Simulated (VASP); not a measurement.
# N (Fm-3m) in VASP: further runs

N is run at these levels: PBEsol; tasks: single point.

Everything below comes from runs of VASP 6.6.1. Logs are shortened: lines on timing, memory, paths and dates and some standing lists are left out, and cuts for length are marked.

## (1) The cell of the first run

It takes space group Fm-3m (No. 225, cubic). Conventional cell: a = 3.108 Å, b = 3.108 Å, c = 3.108 Å, α = 90.00°, β = 90.00°, γ = 90.00°. N (site symmetry m-3m) has 12 N at 2.20 Å within 2.9 Å.

## (2) Single point, PBEsol

File INCAR:

```
SYSTEM = N
PREC = Accurate ; ENCUT = 600
EDIFF = 1E-6 ; ISMEAR = 0
SIGMA = 0.1 ; LREAL = .False.
LASPH = .True. ; NELM = 120
ALGO = Normal ; ISIF = 2
LWAVE = .False. ; LCHARG = .False.
GGA = PS ; NBANDS = 8
GGA_COMPAT = .False.
```

File KPOINTS:

```
Automatic mesh
0
Gamma
  4 4 4
  0 0 0
```

File POSCAR:

```
N
1.0
    0.0000000000      1.5538090000      1.5538090000
    1.5538090000      0.0000000000      1.5538090000
    1.5538090000      1.5538090000      0.0000000000
N
1
Direct
    0.0000000000      0.0000000000      0.0000000000
```

Potentials or basis: VASP PAW PBE potentials, release 64 (N).

Launch:

```console
$ cat potpaw_PBE.64/N/POTCAR > POTCAR
$ mpirun -np 1 vasp_std > vasp.out
```

OUTCAR:

```text
SYSTEM = N
   PREC = Accurate
   ENCUT = 600
   EDIFF = 1E-6
   ISMEAR = 0
   LREAL = .False.
   LASPH = .True.
   NELM = 120
   ISIF = 2
   GGA = PS

 ion  position               nearest neighbor table
   1  0.000  0.000  0.000-

  LATTYP: Found a face centered cubic cell.
 ALAT       =     3.1076180000

  Lattice vectors:

 A1 = (   0.0000000000,   1.5538090000,   1.5538090000)
 A2 = (   1.5538090000,   0.0000000000,   1.5538090000)
 A3 = (   1.5538090000,   1.5538090000,   0.0000000000)

Analysis of symmetry for initial positions (statically):
=====================================================================
 Subroutine PRICEL returns:
 Original cell was already a primitive cell.

 Routine SETGRP: Setting up the symmetry group for a
 face centered cubic supercell.

 Subroutine GETGRP returns: Found 48 space group operations
 (whereof 48 operations were pure point group operations)
 out of a pool of 48 trial point group operations.

The static configuration has the point symmetry O_h .

Analysis of symmetry for dynamics (positions and initial velocities):
=====================================================================
 Subroutine PRICEL returns:
 Original cell was already a primitive cell.

 Routine SETGRP: Setting up the symmetry group for a
 face centered cubic supercell.

 Subroutine GETGRP returns: Found 48 space group operations
 (whereof 48 operations were pure point group operations)
 out of a pool of 48 trial point group operations.

The dynamic configuration has the point symmetry O_h .

 Subroutine INISYM returns: Found 48 space group operations
 (whereof 48 operations are pure point group operations),
 and found     1 'primitive' translations

----------------------------------------------------------------------------------------

                                     Primitive cell

  volume of cell :       7.5028

  direct lattice vectors                    reciprocal lattice vectors
     0.000000000  1.553809000  1.553809000    -0.321789873  0.321789873  0.321789873
     1.553809000  0.000000000  1.553809000     0.321789873 -0.321789873  0.321789873
     1.553809000  1.553809000  0.000000000     0.321789873  0.321789873 -0.321789873

  length of vectors
     2.197417761  2.197417761  2.197417761     0.557356409  0.557356409  0.557356409

  position of ions in fractional coordinates (direct lattice)
     0.000000000  0.000000000  0.000000000

  ion indices of the primitive-cell ions
   primitive index   ion index
                 1           1

----------------------------------------------------------------------------------------

 KPOINTS: Automatic mesh

Automatic generation of k-mesh.
 Grid dimensions read from file:
 generate k-points for:    4    4    4

 Generating k-lattice:

  Cartesian coordinates                     Fractional coordinates (reciprocal lattice)
    -0.080447468  0.080447468  0.080447468     0.250000000  0.000000000  0.000000000
     0.080447468 -0.080447468  0.080447468     0.000000000  0.250000000  0.000000000
     0.080447468  0.080447468 -0.080447468     0.000000000  0.000000000  0.250000000

  Length of vectors
     0.139339102  0.139339102  0.139339102

  Shift w.r.t. Gamma in fractional coordinates (k-lattice)
     0.000000000  0.000000000  0.000000000

 Subroutine IBZKPT returns following result:
 ===========================================

 Found      8 irreducible k-points:

 Following reciprocal coordinates:
            Coordinates               Weight
  0.000000  0.000000  0.000000      1.000000
  0.250000  0.000000  0.000000      8.000000
  0.500000  0.000000  0.000000      4.000000
  0.250000  0.250000  0.000000      6.000000
  0.500000  0.250000  0.000000     24.000000
 -0.250000  0.250000  0.000000     12.000000
  0.500000  0.500000  0.000000      3.000000
 -0.250000  0.500000  0.250000      6.000000
   k-points           NKPTS =      8   k-points in BZ     NKDIM =      8   number of bands    NBANDS=      8
   number of dos      NEDOS =    301   number of ions     NIONS =      1
   total plane-waves  NPLWV =   5832
   dimension x,y,z NGX =    18 NGY =   18 NGZ =   18
   dimension x,y,z NGXF=    36 NGYF=   36 NGZF=   36
   ions per type =               1
   NGX,Y,Z   is equivalent  to a cutoff of  13.62, 13.62, 13.62 a.u.
   NGXF,Y,Z  is equivalent  to a cutoff of  27.24, 27.24, 27.24 a.u.
 SYSTEM =  N
   PREC   = accura    normal or accurate (medium, high low for compatibility)
   ISTART =      0    job   : 0-new  1-cont  2-samecut
   ICHARG =      2    charge: 1-file 2-atom 10-const
   ISPIN  =      1    spin polarized calculation?
   LNONCOLLINEAR =      F non collinear calculations
   LSORBIT =      F    spin-orbit coupling
   LASPH  =      T    aspherical Exc in radial PAW
   ENCUT  =  600.0 eV  44.10 Ry    6.64 a.u.   4.39  4.39  4.39*2*pi/ulx,y,z
   NELM   =    120;   NELMIN=  2; NELMDL= -5     # of ELM steps
   EDIFF  = 0.1E-05   stopping-criterion for ELM
   LREAL  =      F    real-space projection
   EDIFFG = 0.1E-04   stopping-criterion for IOM
   NSW    =      0    number of steps for IOM
   IBRION =     -1    ionic relax: 0-MD 1-quasi-New 2-CG
   NFREE  =      0    steps in history (QN), initial steepest desc. (CG)
   ISIF   =      2    stress and relaxation
   ISYM   =      2    0-nonsym 1-usesym 2-fastsym
   POTIM  = 0.5000    time-step for ionic-motion
   TEBEG  =    0.0;   TEEND  =   0.0 temperature during run
   PSTRESS=    0.0 pullay stress
   NELECT =       5.0000    total number of electrons
   NUPDOWN=      -1.0000    fix difference up-down
   EMIN   =  10.00;   EMAX   =-10.00  energy-range for DOS
   EFERMI =   0.00;   METHOD = LEGACY
   ISMEAR =     0;   SIGMA  =   0.10  broadening in eV -4-tet -1-fermi 0-gaus
   EFERMI_NEDOS =   21; number of points for ismear=-14 and -15
   IALGO  =     38    algorithm
   IMIX   =      4    mixing-type and parameters
     AMIX     =   0.40;   BMIX     =  1.00
     AMIX_MAG =   1.60;   BMIX_MAG =  1.00
  volume/ion in A,a.u.               =       7.50        50.63
  Fermi-wavevector in a.u.,A,eV,Ry     =   1.429960  2.702232 27.820994  2.044785
  Thomas-Fermi vector in A             =   2.549857
   LORBIT       =      0    0 simple, 1 ext, 2 COOP (PROOUT), +10 PAW based schemes
   GGA     = PS    functional components
   LHFCALC =     F    Hartree Fock is set to
   AEXX    =    0.0000 exact exchange contribution
   IVDW    =     0    specifies the selected vdW correction
   LEPSILON=     F    determine dielectric tensor
   LRPA    =     F    only Hartree local field effects (RPA)
 non-spin polarized calculation
 Gauss-broadening in eV      SIGMA  =   0.10
  energy-cutoff  :      600.00
  volume of cell :        7.50
 maximum number of plane-waves:       259
 NGX is ok and might be reduce to    18
   NGX =  9   NGY =  9   NGZ =  9

 number of electron       5.0000001 magnetization

 Free energy of the ion-electron system (eV)
  ---------------------------------------------------
  ext. energy  EPLUGINS =         0.00000000
  ---------------------------------------------------
  free energy    TOTEN  =        -4.20937211 eV

  energy without entropy =       -4.18926034  energy(sigma->0) =       -4.19931623

 E-fermi :   4.6039     XC(G=0): -12.8767

 val. band max:        4.5813440694   @ k =   0.5000   0.2500   0.0000
 cond. band min:       5.5554143345   @ k =   0.5000   0.5000   0.0000
 fundamental gap:      0.9740702651
 Fermi energy:         4.6038769698

 k-point     1 :       0.0000    0.0000    0.0000
  band No.  band energies     occupation
      1     -14.7671      2.00000
      2       9.5069      0.00000
      3       9.5069      0.00000
      4       9.5069      0.00000
      5      28.8808      0.00000
      6      37.2504      0.00000
      7      37.2504      0.00000
      8      37.2504      0.00000

 k-point     2 :       0.2500    0.0000    0.0000
  band No.  band energies     occupation
      1     -12.5171      2.00000
      2       4.3185      1.99995
      3       8.8713      0.00000
      4       8.8713      0.00000
      5      29.2006      0.00000
      6      31.5500      0.00000
      7      37.2941      0.00000
      8      37.2941      0.00000

 k-point     3 :       0.5000    0.0000    0.0000
  band No.  band energies     occupation
      1      -7.8815      2.00000
      2      -2.8615      2.00000
      3       8.3177      0.00000
      4       8.3177      0.00000
      5      27.5647      0.00000
      6      32.0438      0.00000
      7      34.7566      0.00000
      8      34.7566      0.00000

 k-point     4 :       0.2500    0.2500    0.0000
  band No.  band energies     occupation
      1     -11.7736      2.00000
      2       5.7063      0.00000
      3       7.3312      0.00000
      4       7.3312      0.00000
      5      26.7307      0.00000
      6      27.7475      0.00000
      7      36.1176      0.00000
      8      41.0462      0.00000

 k-point     5 :       0.5000    0.2500    0.0000
  band No.  band energies     occupation
      1      -7.3193      2.00000
      2      -0.0153      2.00000
      3       4.5813      1.25002
      4       6.8053      0.00000
      5      24.4069      0.00000
      6      28.8408      0.00000
      7      34.7984      0.00000
      8      39.9711      0.00000

 k-point     6 :      -0.2500    0.2500    0.0000
  band No.  band energies     occupation
      1      -9.0712      2.00000
      2       2.0380      2.00000
      3       3.8346      2.00000
      4       8.2242      0.00000
      5      27.8006      0.00000
      6      31.2923      0.00000
      7      32.0821      0.00000
      8      38.1604      0.00000

 k-point     7 :       0.5000    0.5000    0.0000
  band No.  band energies     occupation
      1      -5.3095      2.00000
      2      -1.3775      2.00000
      3       5.5554      0.00000
      4       5.5554      0.00000
      5      20.3043      0.00000
      6      23.9240      0.00000
      7      37.8013      0.00000
      8      46.3592      0.00000

 k-point     8 :      -0.2500    0.5000    0.2500
  band No.  band energies     occupation
      1      -4.9151      2.00000
      2       1.3645      2.00000
      3       1.3645      2.00000
      4       3.9907      2.00000
      5      24.2289      0.00000
      6      31.8147      0.00000
      7      31.8147      0.00000
      8      39.7700      0.00000

------------------------ aborting loop because EDIFF is reached ----------------------------------------

  FORCE on cell =-STRESS in cart. coord.  units (eV):
  Direction    XX          YY          ZZ          XY          YZ          ZX
  --------------------------------------------------------------------------------------
  -------------------------------------------------------------------------------------
  Total       -0.5633607     -0.5633607     -0.5633607     -0.0000000     -0.0000000      0.0000000
  in kB     -120.3023870   -120.3023870   -120.3023870     -0.0000000     -0.0000000      0.0000000
  external PRESSURE =    -120.3023870 kB  Pullay stress =       0.0000000 kB

 VOLUME and BASIS-vectors are now :
 -----------------------------------------------------------------------------
  energy-cutoff  :      600.00
  volume of cell :        7.50
      direct lattice vectors                 reciprocal lattice vectors
     0.000000000  1.553809000  1.553809000    -0.321789873  0.321789873  0.321789873
     1.553809000  0.000000000  1.553809000     0.321789873 -0.321789873  0.321789873
     1.553809000  1.553809000  0.000000000     0.321789873  0.321789873 -0.321789873

 POSITION                                       TOTAL-FORCE (eV/Angst)
 -----------------------------------------------------------------------------------
      0.00000      0.00000      0.00000         0.000000      0.000000      0.000000
 -----------------------------------------------------------------------------------
    total drift:                                0.000000     -0.000000      0.000000

  FREE ENERGIE OF THE ION-ELECTRON SYSTEM (eV)
  ---------------------------------------------------
  free  energy   TOTEN  =        -4.2093721084 eV

  energy  without entropy=       -4.1892603444  energy(sigma->0) =       -4.19931623
```

Run time: 2 s. Hardware: 1 thread of Intel Xeon 8259CL, shared host; peak memory 0.11 GiB.

What came out:

```
Free energy : -4.2094 eV
Pressure    : -12.0 GPa
```

Levels at points of the mesh, in eV from the Fermi level:
```
           k point  band 1  band 2  band 3  band 4  band 5  band 6  band 7
(0.00, 0.00, 0.00)  -19.37    4.90    4.90    4.90   24.28   32.65   32.65
(0.50, 0.00, 0.00)  -12.49   -7.47    3.71    3.71   22.96   27.44   30.15
(0.50, 0.50, 0.00)   -9.91   -5.98    0.95    0.95   15.70   19.32   33.20
```

Caveat: the k points lie up to 0.88 Å⁻¹ apart; the PAW data sets were made with another functional, which shifts forces and pressure a little.

## (3) Single point, PBEsol

File INCAR:

```
SYSTEM = N
  PREC = Accurate
  ENCUT = 600
  EDIFF = 1E-6
  ISMEAR = 0
  SIGMA = 0.1
  LREAL = .False.
  LASPH = .True.
  NELM = 120
  ALGO = Normal
  ISIF = 2
  LWAVE = .False.
  LCHARG = .False.
  GGA = PS
  NBANDS = 8
  GGA_COMPAT = .False.
```

File KPOINTS:

```
regular mesh
0
Gamma
  6 6 6
  0 0 0
```

POSCAR is that of step 2.

Potentials or basis: VASP PAW PBE potentials, release 64 (N).

Launch:

```console
$ cat potpaw_PBE.64/N/POTCAR > POTCAR
$ mpirun -np 1 vasp_std > vasp.out
```

It took 2.6 s on 1 thread of Intel Xeon 8259CL, shared host; peak memory 0.11 GiB.

It converged, with:

```yaml
Free_energy: -4.3662 eV
Pressure: -8.0 GPa
```

Levels at points of the mesh, in eV from the Fermi level:
```csv
k point,band 1,band 2,band 3,band 4,band 5
"(0.00, 0.00, 0.00)",-20.44,3.85,3.85,3.85,23.21
"(0.50, 0.00, 0.00)",-13.55,-8.54,2.66,2.66,21.88
"(0.50, 0.50, 0.00)",-10.98,-7.05,-0.11,-0.11,14.62
```

Caveat: the k points lie up to 0.58 Å⁻¹ apart; the PAW data sets were made with another functional, which shifts forces and pressure a little.

## (4) Single point, PBEsol

File INCAR:

```
PREC     = Accurate       # precision mode
ENCUT    = 600            # plane-wave cutoff, eV
EDIFF    = 1E-6           # SCF threshold, eV
ISMEAR   = 0              # smearing method
SIGMA    = 0.1            # smearing width, eV
LREAL    = False          # projectors in reciprocal space
LASPH    = True           # aspherical terms in the spheres
NELM     = 120            # most SCF steps
ALGO     = Normal         # electronic algorithm
ISIF     = 2              # what is computed and relaxed
LWAVE    = False          # write WAVECAR
LCHARG   = False          # write CHGCAR
GGA      = PS             # functional
NBANDS   = 8              # bands
GGA_COMPAT= False
```

File KPOINTS:

```
regular mesh
0
Gamma
  7 7 7
```

POSCAR is that of step 3.

Potentials or basis: VASP PAW PBE potentials, release 64 (N).

Launch:

```console
$ cat potpaw_PBE.64/N/POTCAR > POTCAR
$ mpirun -np 1 vasp_std > vasp.out
```

OUTCAR:

```text
PREC = Accurate
   ENCUT = 600
   EDIFF = 1E-6
   ISMEAR = 0
   LREAL = False
   LASPH = True
   NELM = 120
   ISIF = 2
   GGA = PS

 ion  position               nearest neighbor table
   1  0.000  0.000  0.000-

  LATTYP: Found a face centered cubic cell.
 ALAT       =     3.1076180000

  Lattice vectors:

 A1 = (   0.0000000000,   1.5538090000,   1.5538090000)
 A2 = (   1.5538090000,   0.0000000000,   1.5538090000)
 A3 = (   1.5538090000,   1.5538090000,   0.0000000000)

Analysis of symmetry for initial positions (statically):
=====================================================================
 Subroutine PRICEL returns:
 Original cell was already a primitive cell.

 Routine SETGRP: Setting up the symmetry group for a
 face centered cubic supercell.

 Subroutine GETGRP returns: Found 48 space group operations
 (whereof 48 operations were pure point group operations)
 out of a pool of 48 trial point group operations.

The static configuration has the point symmetry O_h .

Analysis of symmetry for dynamics (positions and initial velocities):
[... 152 lines left out ...]

 E-fermi :   5.2941     XC(G=0): -12.8634

 val. band max:        5.2793239629   @ k =  -0.2857   0.4286   0.1429
 cond. band min:       5.3021686188   @ k =   0.4286   0.2857   0.0000
 fundamental gap:      0.0228446559
 Fermi energy:         5.2940962780

 k-point     1 :       0.0000    0.0000    0.0000
  band No.  band energies     occupation
      1     -14.7408      2.00000
      2       9.5589      0.00000
      3       9.5589      0.00000
      4       9.5589      0.00000
      5      28.9154      0.00000
      6      37.2601      0.00000
      7      37.2601      0.00000
      8      37.2601      0.00000
[... 199 lines left out ...]
 k-point    20 :      -0.2857    0.4286    0.1429
  band No.  band energies     occupation
      1      -5.2389      2.00000
      2       0.9321      2.00000
      3       1.3809      2.00000
      4       5.2793      1.16548
      5      24.1682      0.00000
      6      30.5253      0.00000
      7      33.2544      0.00000
      8      40.1205      0.00000

------------------------ aborting loop because EDIFF is reached ----------------------------------------

  FORCE on cell =-STRESS in cart. coord.  units (eV):
  Direction    XX          YY          ZZ          XY          YZ          ZX
  --------------------------------------------------------------------------------------
  -------------------------------------------------------------------------------------
  Total       -0.2865737     -0.2865737     -0.2865737      0.0000000      0.0000000      0.0000000
  in kB      -61.1961308    -61.1961308    -61.1961308      0.0000000      0.0000000      0.0000000
  external PRESSURE =     -61.1961308 kB  Pullay stress =       0.0000000 kB

 VOLUME and BASIS-vectors are now :
 -----------------------------------------------------------------------------
  energy-cutoff  :      600.00
  volume of cell :        7.50
      direct lattice vectors                 reciprocal lattice vectors
     0.000000000  1.553809000  1.553809000    -0.321789873  0.321789873  0.321789873
     1.553809000  0.000000000  1.553809000     0.321789873 -0.321789873  0.321789873
     1.553809000  1.553809000  0.000000000     0.321789873  0.321789873 -0.321789873

 POSITION                                       TOTAL-FORCE (eV/Angst)
 -----------------------------------------------------------------------------------
      0.00000      0.00000      0.00000         0.000000      0.000000      0.000000
 -----------------------------------------------------------------------------------
    total drift:                               -0.000000      0.000000      0.000000

  FREE ENERGIE OF THE ION-ELECTRON SYSTEM (eV)
  ---------------------------------------------------
  free  energy   TOTEN  =        -4.2898579458 eV

  energy  without entropy=       -4.2790221638  energy(sigma->0) =       -4.28444005
```

OSZICAR:

```text
N       E                     dE             d eps       ncg     rms          rms(c)
DAV:   1     0.221528573574E+01    0.22153E+01   -0.27952E+03   328   0.602E+02
DAV:   2    -0.426994604379E+01   -0.64852E+01   -0.61607E+01   400   0.923E+01
DAV:   3    -0.430019074361E+01   -0.30245E-01   -0.29543E-01   392   0.544E+00
DAV:   4    -0.430019797914E+01   -0.72355E-05   -0.72357E-05   432   0.917E-02
DAV:   5    -0.430019798153E+01   -0.23867E-08   -0.18963E-08   400   0.116E-03    0.111E+00
DAV:   6    -0.429144942960E+01    0.87486E-02   -0.12763E-02   344   0.815E-01    0.570E-01
DAV:   7    -0.428977551302E+01    0.16739E-02   -0.76120E-03   344   0.639E-01    0.119E-01
DAV:   8    -0.428985772137E+01   -0.82208E-04   -0.59406E-05   328   0.810E-02    0.469E-03
DAV:   9    -0.428985794577E+01   -0.22440E-06   -0.21666E-07   288   0.489E-03
   1 F= -.42898579E+01 E0= -.42844401E+01  d E =-.108358E-01
```

stdout:

```text
POSCAR found type information on POSCAR N
 POSCAR found :  1 types and       1 ions
 scaLAPACK will be used
 -----------------------------------------------------------------------------
|                                                                             |
|                                                                             |
|     You enforced a specific xc type in the INCAR file but a different       |
|     I HOPE YOU KNOW WHAT YOU ARE DOING!                                     |
|                                                                             |
 -----------------------------------------------------------------------------

 LDA part: xc-table for (Slater+PW92), standard interpolation
 POSCAR, INCAR and KPOINTS ok, starting setup
 FFT: planning ... GRIDC
 FFT: planning ... GRID_SOFT
 FFT: planning ... GRID
 WAVECAR not read
 entering main loop
```

It took 2.6 s on 1 thread of Intel Xeon 8259CL, shared host; peak memory 0.11 GiB.

What came out:

```
Free energy : -4.2899 eV
Pressure    : -6.1 GPa
```

Caveat: the k points lie up to 0.50 Å⁻¹ apart; the PAW data sets were made with another functional, which shifts forces and pressure a little.

[end of part 1 of 2]
